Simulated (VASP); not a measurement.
# Cl (Pm-3m) in VASP: single point with PBEsol

Aim: the single point of Cl with PBEsol.

Program: VASP 6.6.1. These are calculated values, not measurements. Logs are shortened: lines on timing, memory, paths and dates and some standing lists are left out, and cuts for length are marked.

### 1 The cell of the first run

It takes space group Pm-3m (No. 221, cubic). The conventional cell has a = 2.794 Å, b = 2.794 Å, c = 2.794 Å, α = 90.00°, β = 90.00°, γ = 90.00°. Cl (site symmetry m-3m) has 6 Cl at 2.79 Å within 3.7 Å.

### 2 Single point, PBEsol

Contents of INCAR:

```
PREC = Accurate
ENCUT = 520
EDIFF = 1E-6
ISMEAR = -1
SIGMA = 0.13605693000000002
LREAL = False
LASPH = True
NELM = 60
ALGO = Normal
ISIF = 2
LWAVE = False
LCHARG = False
GGA = PS
NBANDS = 10
```

Contents of KPOINTS:

```
regular mesh
0
Gamma
  12 12 12
```

Contents of POSCAR:

```
Cl
1.0
    2.7944618423      0.0000000000      0.0000000000
    0.0000000000      2.7944618423      0.0000000000
    0.0000000000      0.0000000000      2.7944618423
Cl
1
Direct
    0.0000000000      0.0000000000      0.0000000000
```

Potentials or basis: VASP PAW PBE potentials, release 64 (Cl).

The run is started by

```bash
$ cat potpaw_PBE.64/Cl/POTCAR > POTCAR
$ mpirun -np 1 vasp_std > vasp.out
```

OUTCAR:

```text
PREC = Accurate
   ENCUT = 520
   EDIFF = 1E-6
   ISMEAR = -1
   LREAL = False
   LASPH = True
   NELM = 60
   ISIF = 2
   GGA = PS

 ion  position               nearest neighbor table
   1  0.000  0.000  0.000-

  LATTYP: Found a simple cubic cell.
 ALAT       =     2.7944618423

  Lattice vectors:

 A1 = (   2.7944618423,   0.0000000000,   0.0000000000)
 A2 = (   0.0000000000,   2.7944618423,   0.0000000000)
 A3 = (   0.0000000000,   0.0000000000,   2.7944618423)

Analysis of symmetry for initial positions (statically):
=====================================================================
 Subroutine PRICEL returns:
 Original cell was already a primitive cell.

 Routine SETGRP: Setting up the symmetry group for a
 simple cubic supercell.

 Subroutine GETGRP returns: Found 48 space group operations
 (whereof 48 operations were pure point group operations)
 out of a pool of 48 trial point group operations.

The static configuration has the point symmetry O_h .

Analysis of symmetry for dynamics (positions and initial velocities):
=====================================================================
 Subroutine PRICEL returns:
 Original cell was already a primitive cell.

 Routine SETGRP: Setting up the symmetry group for a
 simple cubic supercell.

 Subroutine GETGRP returns: Found 48 space group operations
 (whereof 48 operations were pure point group operations)
 out of a pool of 48 trial point group operations.

The dynamic configuration has the point symmetry O_h .

 Subroutine INISYM returns: Found 48 space group operations
 (whereof 48 operations are pure point group operations),
 and found     1 'primitive' translations

----------------------------------------------------------------------------------------

                                     Primitive cell

  volume of cell :      21.8220

  direct lattice vectors                    reciprocal lattice vectors
     2.794461842  0.000000000  0.000000000     0.357850655  0.000000000  0.000000000
     0.000000000  2.794461842  0.000000000     0.000000000  0.357850655  0.000000000
     0.000000000  0.000000000  2.794461842     0.000000000  0.000000000  0.357850655

  length of vectors
     2.794461842  2.794461842  2.794461842     0.357850655  0.357850655  0.357850655

  position of ions in fractional coordinates (direct lattice)
     0.000000000  0.000000000  0.000000000

[... 77 lines left out ...]
   EDIFFG = 0.1E-04   stopping-criterion for IOM
   NSW    =      0    number of steps for IOM
   IBRION =     -1    ionic relax: 0-MD 1-quasi-New 2-CG
   NFREE  =      0    steps in history (QN), initial steepest desc. (CG)
   ISIF   =      2    stress and relaxation
   ISYM   =      2    0-nonsym 1-usesym 2-fastsym
   POTIM  = 0.5000    time-step for ionic-motion
   TEBEG  =    0.0;   TEEND  =   0.0 temperature during run
   PSTRESS=    0.0 pullay stress
   NELECT =       7.0000    total number of electrons
   NUPDOWN=      -1.0000    fix difference up-down
   EMIN   =  10.00;   EMAX   =-10.00  energy-range for DOS
   EFERMI =   0.00;   METHOD = LEGACY
   ISMEAR =    -1;   SIGMA  =   0.14  broadening in eV -4-tet -1-fermi 0-gaus
   EFERMI_NEDOS =   21; number of points for ismear=-14 and -15
   IALGO  =     38    algorithm
   IMIX   =      4    mixing-type and parameters
     AMIX     =   0.40;   BMIX     =  1.00
     AMIX_MAG =   1.60;   BMIX_MAG =  1.00
  volume/ion in A,a.u.               =      21.82       147.26
  Fermi-wavevector in a.u.,A,eV,Ry     =   1.120665  2.117751 17.087436  1.255891
  Thomas-Fermi vector in A             =   2.257314
   LORBIT       =      0    0 simple, 1 ext, 2 COOP (PROOUT), +10 PAW based schemes
   GGA     = PS    functional components
   LHFCALC =     F    Hartree Fock is set to
   AEXX    =    0.0000 exact exchange contribution
   IVDW    =     0    specifies the selected vdW correction
   LEPSILON=     F    determine dielectric tensor
   LRPA    =     F    only Hartree local field effects (RPA)
 non-spin polarized calculation
  energy-cutoff  :      520.00
  volume of cell :       21.82
 maximum number of plane-waves:       624
 NGX is ok and might be reduce to    24
   NGX = 11   NGY = 11   NGZ = 11

 number of electron       6.9999999 magnetization

 Free energy of the ion-electron system (eV)
  ---------------------------------------------------
  ext. energy  EPLUGINS =         0.00000000
  ---------------------------------------------------
  free energy    TOTEN  =        -1.45856508 eV

  energy without entropy =       -1.38703591  energy(sigma->0) =       -1.42280050

 E-fermi :   2.1799     XC(G=0):  -9.4744

 val. band max:        2.1158641780   @ k =   0.3333   0.0833   0.0833
 cond. band min:       2.1853746690   @ k =   0.1667   0.0000   0.0000
 fundamental gap:      0.0695104910
 Fermi energy:         2.1799240739

 k-point     1 :       0.0000    0.0000    0.0000
  band No.  band energies     occupation
      1     -14.0794      2.00000
      2       2.0256      1.51325
      3       2.0256      1.51325
      4       2.0256      1.51325
      5      10.2730      0.00000
      6      12.0874      0.00000
      7      12.0874      0.00000
      8      23.2940      0.00000
      9      23.2940      0.00000
     10      23.2940      0.00000
[... 287 lines left out ...]
 k-point    24 :       0.4167    0.3333    0.0000
  band No.  band energies     occupation
      1     -12.0342      2.00000
      2      -2.2929      2.00000
      3      -1.2459      2.00000
      4       3.1168      0.00204
      5       9.6620      0.00000
      6      14.9348      0.00000
      7      18.5851      0.00000
      8      19.6700      0.00000
      9      19.8166      0.00000
     10      20.0171      0.00000

 [... further k-points ...]

------------------------ aborting loop because EDIFF is reached ----------------------------------------

  FORCE on cell =-STRESS in cart. coord.  units (eV):
  Direction    XX          YY          ZZ          XY          YZ          ZX
  --------------------------------------------------------------------------------------
  -------------------------------------------------------------------------------------
  Total       -0.0166817     -0.0166817     -0.0166817      0.0000000      0.0000000     -0.0000000
  in kB       -1.2247718     -1.2247718     -1.2247718      0.0000000      0.0000000     -0.0000000
  external PRESSURE =      -1.2247718 kB  Pullay stress =       0.0000000 kB

 VOLUME and BASIS-vectors are now :
 -----------------------------------------------------------------------------
  energy-cutoff  :      520.00
  volume of cell :       21.82
      direct lattice vectors                 reciprocal lattice vectors
     2.794461842  0.000000000  0.000000000     0.357850655  0.000000000  0.000000000
     0.000000000  2.794461842  0.000000000     0.000000000  0.357850655  0.000000000
     0.000000000  0.000000000  2.794461842     0.000000000  0.000000000  0.357850655

 POSITION                                       TOTAL-FORCE (eV/Angst)
 -----------------------------------------------------------------------------------
      0.00000      0.00000      0.00000         0.000000      0.000000      0.000000
 -----------------------------------------------------------------------------------
    total drift:                                0.000000      0.000000      0.000000

  FREE ENERGIE OF THE ION-ELECTRON SYSTEM (eV)
  ---------------------------------------------------
  free  energy   TOTEN  =        -1.4585650842 eV

  energy  without entropy=       -1.3870359061  energy(sigma->0) =       -1.42280050
```

OSZICAR:

```text
N       E                     dE             d eps       ncg     rms          rms(c)
DAV:   1     0.196233678252E+02    0.19623E+02   -0.30472E+03  1680   0.534E+02
DAV:   2    -0.682449776219E+00   -0.20306E+02   -0.19469E+02  2242   0.101E+02
DAV:   3    -0.145483796633E+01   -0.77239E+00   -0.75055E+00  2034   0.175E+01
DAV:   4    -0.145806179319E+01   -0.32238E-02   -0.32229E-02  2020   0.142E+00
DAV:   5    -0.145807630150E+01   -0.14508E-04   -0.14508E-04  2142   0.918E-02    0.648E+00
DAV:   6    -0.145797616293E+01    0.10014E-03   -0.20633E-03  1894   0.254E-01    0.396E+00
DAV:   7    -0.145862228233E+01   -0.64612E-03   -0.26644E-03  1822   0.302E-01    0.915E-02
DAV:   8    -0.145856124329E+01    0.61039E-04   -0.27328E-04  1826   0.888E-02    0.103E-02
DAV:   9    -0.145856376703E+01   -0.25237E-05   -0.50483E-06  1908   0.153E-02    0.470E-03
DAV:  10    -0.145856479364E+01   -0.10266E-05   -0.10884E-06  1802   0.589E-03    0.308E-03
DAV:  11    -0.145856508420E+01   -0.29057E-06   -0.30645E-07  1702   0.328E-03
   1 F= -.14585651E+01 E0= -.14228005E+01  d E =-.715292E-01
```

stdout:

```text
POSCAR found type information on POSCAR Cl
 POSCAR found :  1 types and       1 ions
 scaLAPACK will be used
 -----------------------------------------------------------------------------
|                                                                             |
|                                                                             |
|     You enforced a specific xc type in the INCAR file but a different       |
|     I HOPE YOU KNOW WHAT YOU ARE DOING!                                     |
|                                                                             |
 -----------------------------------------------------------------------------

 LDA part: xc-table for (Slater+PW92), standard interpolation
 POSCAR, INCAR and KPOINTS ok, starting setup
 FFT: planning ... GRIDC
 FFT: planning ... GRID_SOFT
 FFT: planning ... GRID
 WAVECAR not read
 entering main loop
```

Wall time 7.3 s (1 thread of Intel Xeon Platinum 8259CL at 2.50GHz (Skylake/Cascade Lake), shared host); peak memory 0.14 GiB.

Results:

```yaml
Free_energy: -1.4586 eV
Pressure: -0.1 GPa
```

Caveat: the PAW data sets were made with another functional, which shifts forces and pressure a little; an odd number of electrons without spin polarisation forces a metal; a magnetic or distorted state may lie lower.
